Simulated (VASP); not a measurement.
# In (P6_3/mmc) in VASP: further runs, part 2 of 2

VASP 6.6.1.

### 3 Single point, PBE+D3(BJ) (27.81 Å³/atom)

This run uses another cell than the first one, of 27.81 Å³/atom.

Contents of INCAR:

```
  PREC = Accurate
  ENCUT = 520
  EDIFF = 1E-7
  ISMEAR = 0
  SIGMA = 0.1
  LREAL = F
  LASPH = T
  NELM = 100
  ALGO = Fast
  ISIF = 2
  LWAVE = F
  LCHARG = T
  GGA = PE
  IVDW = 12
  LELF = T
  LVHAR = T
  NBANDS = 20
```

Contents of KPOINTS:

```
Automatic mesh
0
Gamma
  15 15 8
```

Contents of POSCAR:

```
In
1.0
    3.3960634781      0.0000000000      0.0000000000
   -1.6980317391      2.9410772449      0.0000000000
    0.0000000000      0.0000000000      5.5690731599
In
2
Direct
    0.3333333333      0.6666666667      0.2500000000
    0.6666666667      0.3333333333      0.7500000000
```

Potentials or basis: VASP PAW PBE potentials, release 64 (In_d).

On the command line:

```sh
> cat potpaw_PBE.64/In_d/POTCAR > POTCAR
> mpirun -np 1 vasp_std > vasp.out
```

OUTCAR:

```text
PREC = Accurate
   ENCUT = 520
   EDIFF = 1E-7
   ISMEAR = 0
   LREAL = F
   LASPH = T
   NELM = 100
   ISIF = 2
   GGA = PE
   IVDW = 12
 IVDW          = 12

 ion  position               nearest neighbor table
   1  0.333  0.667  0.250-   2 3.41   2 3.41   2 3.41   2 3.41   2 3.41   2 3.41
   2  0.667  0.333  0.750-   1 3.41   1 3.41   1 3.41   1 3.41   1 3.41   1 3.41

  LATTYP: Found a hexagonal cell.
 ALAT       =     3.3960634781
 C/A-ratio  =     1.6398613264

  Lattice vectors:

 A1 = (   3.3960634781,   0.0000000000,   0.0000000000)
 A2 = (  -1.6980317391,   2.9410772449,   0.0000000000)
 A3 = (   0.0000000000,   0.0000000000,   5.5690731599)

Analysis of symmetry for initial positions (statically):
=====================================================================
 Subroutine PRICEL returns:
 Original cell was already a primitive cell.

 Routine SETGRP: Setting up the symmetry group for a
 hexagonal supercell.

 Subroutine GETGRP returns: Found 24 space group operations
 (whereof 12 operations were pure point group operations)
 out of a pool of 24 trial point group operations.

The static configuration has the point symmetry D_3d.
 The point group associated with its full space group is D_6h.

Analysis of symmetry for dynamics (positions and initial velocities):
=====================================================================
 Subroutine PRICEL returns:
 Original cell was already a primitive cell.

 Routine SETGRP: Setting up the symmetry group for a
 hexagonal supercell.

 Subroutine GETGRP returns: Found 24 space group operations
 (whereof 12 operations were pure point group operations)
 out of a pool of 24 trial point group operations.

The dynamic configuration has the point symmetry D_3d.
 The point group associated with its full space group is D_6h.

 Subroutine INISYM returns: Found 24 space group operations
 (whereof 12 operations are pure point group operations),
 and found     1 'primitive' translations

[... 111 lines left out ...]
   IALGO  =     68    algorithm
   IMIX   =      4    mixing-type and parameters
     AMIX     =   0.40;   BMIX     =  1.00
     AMIX_MAG =   1.60;   BMIX_MAG =  1.00
  volume/ion in A,a.u.               =      27.81       187.69
  Fermi-wavevector in a.u.,A,eV,Ry     =   1.270508  2.400913 21.962412  1.614192
  Thomas-Fermi vector in A             =   2.403492
   LORBIT       =      0    0 simple, 1 ext, 2 COOP (PROOUT), +10 PAW based schemes
   GGA     = PE    functional components
   LHFCALC =     F    Hartree Fock is set to
   AEXX    =    0.0000 exact exchange contribution
   IVDW    =    12    specifies the selected vdW correction
   LEPSILON=     F    determine dielectric tensor
   LRPA    =     F    only Hartree local field effects (RPA)
 non-spin polarized calculation
 RMM-DIIS sequential band-by-band and
 Gauss-broadening in eV      SIGMA  =   0.10
  energy-cutoff  :      520.00
  volume of cell :       55.62
 maximum number of plane-waves:      1521
 NGX is ok and might be reduce to    28
   NGX = 13   NGY = 13   NGZ = 21

 number of electron      26.0000009 magnetization

 Free energy of the ion-electron system (eV)
  ---------------------------------------------------
  ext. energy  EPLUGINS =         0.00000000
  ---------------------------------------------------
  free energy    TOTEN  =        -5.11372539 eV

  energy without entropy =       -5.10894758  energy(sigma->0) =       -5.11133649

 E-fermi :   6.8587     XC(G=0):  -9.9665

 val. band max:        6.8284527828   @ k =   0.4667   0.0667   0.1250
 cond. band min:       6.8848722770   @ k =   0.4667   0.0667   0.0000
 fundamental gap:      0.0564194943
 Fermi energy:         6.8587067748

 k-point     1 :       0.0000    0.0000    0.0000
  band No.  band energies     occupation
      1      -7.7746      2.00000
      2      -7.7297      2.00000
      3      -7.7012      2.00000
      4      -7.7012      2.00000
      5      -7.6777      2.00000
      6      -7.6777      2.00000
[... 541 lines left out ...]
     19      13.5580      0.00000
     20      18.4964      0.00000

 [... further k-points ...]

------------------------ aborting loop because EDIFF is reached ----------------------------------------

 Edisp (eV)   -0.63509

 E8    (eV) :    -0.3169

  FORCE on cell =-STRESS in cart. coord.  units (eV):
  Direction    XX          YY          ZZ          XY          YZ          ZX
  --------------------------------------------------------------------------------------
  -------------------------------------------------------------------------------------
  Total      -0.70986    -0.70986    -0.75506     0.00000     0.00000     0.00000
  in kB     -20.44654   -20.44654   -21.74828     0.00000     0.00000     0.00000
  external pressure =      -20.88 kB  Pullay stress =        0.00 kB

 VOLUME and BASIS-vectors are now :
 -----------------------------------------------------------------------------
  energy-cutoff  :      520.00
  volume of cell :       55.62
      direct lattice vectors                 reciprocal lattice vectors
     3.396063478  0.000000000  0.000000000     0.294458571  0.170005735  0.000000000
    -1.698031739  2.941077245  0.000000000     0.000000000  0.340011471  0.000000000
     0.000000000  0.000000000  5.569073160     0.000000000  0.000000000  0.179563093

 POSITION                                       TOTAL-FORCE (eV/Angst)
 -----------------------------------------------------------------------------------
     -0.00000      1.96072      1.39227        -0.000000      0.000000      0.000000
      1.69803      0.98036      4.17680         0.000000     -0.000000      0.000000
 -----------------------------------------------------------------------------------
    total drift:                               -0.000000      0.000000      0.000000

  FREE ENERGIE OF THE ION-ELECTRON SYSTEM (eV)
  ---------------------------------------------------
  free  energy   TOTEN  =        -5.7488182140 eV

  energy  without entropy=       -5.7440404012  energy(sigma->0) =       -5.74642931
```

It took 1.7 min on 1 thread of Intel Xeon Platinum 8488C (Sapphire Rapids), shared host; peak memory 0.26 GiB.

What came out:

```yaml
Free_energy: -5.7488 eV
Pressure: -2.1 GPa
Band_gap_on_the_k_mesh: zero (bands 13 and 14 overlap by 5.85 eV)
Dispersion_energy_per_atom: -0.318 eV
```

Caveat: spin-orbit coupling is left out, which moves the levels of the heavy elements.

The gap in the log of VASP goes by the Fermi energy; the results here count the filled bands.